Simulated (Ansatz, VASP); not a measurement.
**Rh: VASP beside Ansatz**

POSCAR

```
Rh
1.0
   -1.4811395401      1.4811395401      1.4811395401
    1.4811395401     -1.4811395401      1.4811395401
    1.4811395401      1.4811395401     -1.4811395401
Rh
1
Direct
    0.0000000000      0.0000000000      0.0000000000
```

INCAR.step1

```
SYSTEM = Rh
PREC = Accurate
ENCUT = 520
ISMEAR = -1
SIGMA = 0.1
LREAL = .FALSE.
LASPH = .TRUE.
NELM = 60
NBANDS = 14
GGA = PE
ALGO = Normal
EDIFF = 1E-4
LWAVE = .TRUE.
LCHARG = .FALSE.
```

The input INCAR.step2:

```
SYSTEM = Rh
PREC = Accurate
ENCUT = 520
EDIFF = 1E-7
ISMEAR = -1
SIGMA = 0.1
LREAL = .FALSE.
LASPH = .TRUE.
NELM = 60
ALGO = Normal
ISIF = 2
LWAVE = .FALSE.
LCHARG = .FALSE.
METAGGA = R2SCAN
LMIXTAU = .TRUE.
NBANDS = 14
ISTART = 1
```

Contents of KPOINTS:

```
Automatic mesh
0
G
  16 16 16
  0 0 0
```

Input for Ansatz:

```yaml
crystal:
  lattice:
    - [-1.4811395401, 1.4811395401, 1.4811395401]
    - [1.4811395401, -1.4811395401, 1.4811395401]
    - [1.4811395401, 1.4811395401, -1.4811395401]
  atoms:
    - { symbol: Rh, position: [0.0, 0.0, 0.0] }
hamiltonian:
  xc: r2scan
  pseudopotentials:
    kind: paw
    azcp:
      Rh: "pseudopotentials/Rh.paw.azcp"
basis:
  ecutwfc: 500
  fft_grid_basis: typed
kpoints:
  mp_grid: { grid: [16, 16, 16], shift: [0, 0, 0] }
magnetization:
  spin_polarized: false
scf:
  occupations: { method: fermi_dirac, width: 0.1 }
  lower_state_search: "off"
output:
  stress: true
  write_density: true
  write_potential: true
  elf: true
  volumetric_format: npy
```

Alike in both runs: task single point; functional r2SCAN; k mesh 16 × 16 × 16; occupations fermi-dirac, width 0.1 eV; no spin polarisation.

|  | VASP | Ansatz |
| --- | --- | --- |
| version | VASP 6.6.1 | Ansatz 0.2.0 |
| potentials or method | VASP PAW PBE potentials, release 64 (Rh_pv), cutoff 520 eV | plane waves (500 eV) with PAW, scalar-relativistic |
| valence electrons in the cell | 15 | 17 |

Ansatz gave:

| Quantity | Value |
| --- | --- |
| pressure (GPa) | 26.3 |

**Question.** Estimate VASP's values.

**Answer.** Pressure (GPa): 28.0.

VASP's potentials were made for PBE, not for r2SCAN. VASP's potentials hold 15 valence electrons a cell and Ansatz's 17, so a difference there can come from the potentials and not from the codes.
